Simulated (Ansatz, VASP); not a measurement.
**One calculation of SrCl2, two programs**

```
Sr Cl
1.0
     0.00000    3.58961    3.58961
     3.37846    0.00000    3.58961
     3.37846    3.58961    0.00000
Sr Cl
1 2
Direct
  0.00000 0.00000 0.00000
  0.25000 0.25000 0.25000
  0.75000 0.75000 0.75000
```

Change from the starting cell: strain +e along x and -e along y -0.0300, strain +e along z and -e/2 along x and y +0.0200.

Alike in both runs: task single point; functional PBE; k mesh 6 × 6 × 6; occupations gaussian, width 0.05 eV; no spin polarisation.

|  | VASP | Ansatz |
| --- | --- | --- |
| version | VASP 6.6.1 | Ansatz 0.2.0 |
| potentials or method | VASP PAW PBE potentials, release 64 (Sr_sv, Cl), cutoff 520 eV | scalar-relativistic, plane waves, PAW |
| valence electrons in the cell | 24 | 24 |

```csv
,VASP,Ansatz,Ansatz less VASP
gap on the k mesh at the Fermi level (eV),4.89,4.90,+0.003
least direct gap on the mesh (eV),5.16,5.16,+0.001
pressure (GPa),0.2,0.1,-0.07
"traceless stress, the component that is largest in VASP (GPa)",2.06,2.08,+0.012
```

The functional is the same, so the differences come from potentials, cutoffs and numerics.
